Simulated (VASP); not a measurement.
Set up this calculation in VASP 6.6.1, as the native input.

| Quantity | Value |
| --- | --- |
| Task | relaxation of the atoms |
| Functional | PBE |
| Dispersion | D3(BJ) |
| Potentials or basis | VASP PAW PBE potentials, release 64 (C, O, H) |
| Cutoff | 520 eV |
| k mesh | 1 × 1 × 1 |
| Occupations | fermi-dirac, width 0.02 eV |
| Spin | no spin polarisation |
| Dipole correction | no |
| Further INCAR settings | LREAL = Auto; ALGO = Normal; EDIFF = 1e-06; IBRION = 2; EDIFFG = -0.3; NSW = 35 |

The structure of H4CO lies in POSCAR:

```
H4CO
1.0
    7.3803230000      0.0000000000      0.0000000000
    0.0000000000      7.3803230000      0.0000000000
    0.0000000000      0.0000000000      7.3803230000
C O H
6 6 24
Direct
    0.3428690000      0.9496281000      0.5818880000
   -0.0207499000      0.7796220000      1.0118123000
    1.0016103000      0.1878283000      0.6536213000
    0.7774181000      0.3816819000      0.2723852000
    0.2930599000      0.2750605000      0.9180943000
    0.4475886000      0.4710057000      0.5599662000
    0.5061241000      0.8509513000      0.6098738000
    0.0762882000      0.6136571000      0.9972579000
    0.9007994000      0.0735058000      0.5355532000
    0.7637799000      0.2093144000      0.1870856000
    0.3809207000      0.1069418000      0.9525783000
    0.3017827000      0.5393868000      0.4539604000
    0.2696144000      0.8789577000      0.4749609000
    0.5732095000      0.9121399000      0.7048977000
    0.2574286000      0.9528708000      0.7034286000
    0.3682474000      1.0891395000      0.5374449000
   -0.1437026000      0.7491548000      1.0876302000
    0.1864474000      0.6383356000      0.9299530000
    0.0557798000      0.8833648000      1.0857267000
   -0.0594397000      0.8341185000      0.8790873000
    0.9059781000      0.2868221000      0.7069942000
    0.9840514000     -0.0156863000      0.4866873000
    1.0606762000      0.1130425000      0.7676432000
    1.1100869000      0.2605034000      0.5826718000
    0.8474157000      0.3590859000      0.4003841000
    0.7016390000      0.2269380000      0.0726219000
    0.8564456000      0.4783503000      0.1918088000
    0.6442520000      0.4409793000      0.3012522000
    0.2851681000      0.2882755000      0.7712712000
    0.3891162000      0.0929288000      1.0830026000
    0.1551487000      0.2789507000      0.9733038000
    0.3694453000      0.3906440000      0.9718384000
    0.4350394000      0.5337892000      0.6929876000
    0.3108803000      0.4847611000      0.3347660000
    0.4408534000      0.3234892000      0.5765864000
    0.5801760000      0.5068068000      0.5032075000
```

One way to write it, as run:

INCAR

```
ALGO     = Normal         # electronic algorithm
EDIFF    = 1E-6           # SCF threshold, eV
EDIFFG   = -0.3           # ionic threshold
ENCUT    = 520            # plane-wave cutoff, eV
GGA      = PE             # functional
IBRION   = 2              # ionic algorithm
ISIF     = 2              # what is computed and relaxed
ISMEAR   = -1             # smearing method
IVDW     = 12             # dispersion correction
LASPH    = T              # aspherical terms in the spheres
LCHARG   = F              # write CHGCAR
LREAL    = Auto         
LWAVE    = F              # write WAVECAR
NELM     = 60             # most SCF steps
NSW      = 35             # ionic steps
PREC     = Accurate       # precision mode
SIGMA    = 0.02           # smearing width, eV
```

KPOINTS

```
k-points
0
Gamma
  1 1 1
```

Potentials or basis: VASP PAW PBE potentials, release 64 (C, O, H).

Launch:

```bash
$ cat potpaw_PBE.64/C/POTCAR potpaw_PBE.64/O/POTCAR potpaw_PBE.64/H/POTCAR > POTCAR
$ mpirun -np 1 vasp_gam > vasp.out
```

Results of the run:

The energy gained by relaxing is 20.8 meV/atom, the ionic steps are 26 and the pressure after relaxing is 0.2 GPa. The largest force after relaxing is 0.237 eV/Å and the band gap on the k mesh is 4.39 eV. The dispersion energy per atom is -0.034 eV.

Caveat: the k points lie up to 0.85 Å⁻¹ apart; the relaxation stopped at a loose force limit of 0.3 eV/Å, so its end isn't a converged minimum.

Wall time 15 min on 1 thread of Intel(R) Xeon(R) Platinum 8259CL CPU @ 2.50GHz (Skylake/Cascade Lake) (shared host), peak memory 0.44 GiB.
